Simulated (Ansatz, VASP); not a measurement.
Au: VASP beside Ansatz

```xyz
2
Lattice="2.8525 0.0000 0.0000 -0.0131 2.8573 0.0000 -1.1529 -1.2010 4.9888" Properties=species:S:1:pos:R:3 pbc="T T T"
Au    1.5947    1.5737    1.3672
Au    0.0919    0.0826    3.6216
```

Change from the starting cell: volume scaled by 1.04.

Alike in both runs: task single point; functional PBEsol; k mesh 10 × 10 × 6; occupations fermi-dirac, width 0.05 eV; no spin polarisation.

|  | VASP | Ansatz |
| --- | --- | --- |
| version | VASP 6.6.1 | Ansatz 0.2.0 |
| potentials or method | VASP PAW PBE potentials, release 64 (Au), cutoff 520 eV | all-electron LAPW, scalar-relativistic |

```tsv
	VASP	Ansatz	Ansatz less VASP
gap on the k mesh at the Fermi level (eV)	none	none	-
pressure (GPa)	-11.6	-11.5	+0.13
traceless stress, the component that is largest in VASP (GPa)	1.17	1.18	+0.011
rms of the force components (eV/Å)	0.095	0.094	-0.0015
```

VASP's potentials were made for PBE, not for PBEsol. Atom by atom the forces differ by 0.002 eV/Å (rms over components). A gap of «none» marks a metal or a gap that the smearing closes. Ansatz ran all-electron here, and VASP with PAW potentials.

Neither program's run includes spin-orbit coupling.
